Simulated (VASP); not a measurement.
Runs of VASP 6.6.1 on SnSe2. The structure is that of space group P-3m1 (No. 164), or close to it. The cells are those of the table. 

```tsv
cell	gap on the mesh (eV)	pressure (GPa)	largest force (eV/Å)
a = 3.811, b = 3.811, c = 6.136 Å, angles 90.0, 90.0, 120.0°, 3 atoms	0.82	5.7	0.79
a = 3.878, b = 3.878, c = 6.243 Å, angles 90.0, 90.0, 120.0°, 3 atoms	(a)	1.8	0.30
a = 3.845, b = 3.845, c = 6.190 Å, angles 90.0, 90.0, 120.0°, 3 atoms	0.80	3.6	0.53
a = 3.777, b = 3.777, c = 6.081 Å, angles 90.0, 90.0, 120.0°, 3 atoms	0.84	8.0	1.08
a = 3.910, b = 3.910, c = 6.295 Å, angles 90.0, 90.0, 120.0°, 3 atoms	0.75	0.3	0.09
a = 3.742, b = 3.742, c = 6.025 Å, angles 90.0, 90.0, 120.0°, 3 atoms	0.86	10.8	(b)
a = 3.707, b = 3.707, c = 5.968 Å, angles 90.0, 90.0, 120.0°, 3 atoms	0.87	13.9	1.75
```

Alike in all rows: task single point; level PBE; potentials or basis VASP PAW PBE potentials, release 64 (Sn_d, Se); no spin polarisation; k mesh 6 × 6 × 4; cutoff (eV) 520; smearing methfessel-paxton 0.1 eV.

Q: Estimate the missing entries.

A: (a) 0.77; (b) 1.40.

Caveats: spin-orbit coupling is left out, which moves the levels of the heavy elements; this functional lacks dispersion, which binds the layers, so the pressure and a relaxed spacing across them are unreliable; forces of over 1 eV/Å act on the atoms, so gaps and moduli don't describe the material at rest (some runs).

A k mesh can miss the band edges, and the runs leave out spin-orbit coupling on Se, Sn.
